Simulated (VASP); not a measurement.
A run of VASP 6.6.1:

INCAR

```
PREC     = Accurate       # precision mode
ENCUT    = 520            # plane-wave cutoff, eV
EDIFF    = 1E-6           # SCF threshold, eV
ISMEAR   = -1             # smearing method
SIGMA    = 0.1            # smearing width, eV
LREAL    = F              # projectors in reciprocal space
LASPH    = T              # aspherical terms in the spheres
NELM     = 80             # most SCF steps
ALGO     = Normal         # electronic algorithm
ISIF     = 2              # what is computed and relaxed
LWAVE    = F              # write WAVECAR
LCHARG   = F              # write CHGCAR
GGA      = PE             # functional
NBANDS   = 34             # bands
```

KPOINTS

```
regular mesh
0
Gamma
  11 11 4
```

The input POSCAR:

```
CdMo
1.0
    2.7693100105      0.0000000000      0.0000000000
    0.0000000000      2.7693100105      0.0000000000
    0.0000000000      0.0000000000      9.4481161786
Mo Cd
2 2
Direct
    0.0000000000      0.5000000000      0.6179911874
    0.5000000000      0.0000000000      0.3820088126
    0.0000000000      0.5000000000      0.1379506007
    0.5000000000      0.0000000000      0.8620493993
```

Potentials or basis: VASP PAW PBE potentials, release 64 (Mo_sv, Cd).

Run with:

```console
$ cat potpaw_PBE.64/Mo_sv/POTCAR potpaw_PBE.64/Cd/POTCAR > POTCAR
$ mpirun -np 1 vasp_std > vasp.out
```

Hardware: 1 thread of Intel(R) Xeon(R) 6975P-C (Granite Rapids), with other jobs on the host.

Task: Estimate the wall time of this run.

Result: Wall time 49 s on 1 thread of Intel(R) Xeon(R) 6975P-C (Granite Rapids), on a shared host, peak memory 0.27 GiB. Counts: scf iterations 13, k points 63.
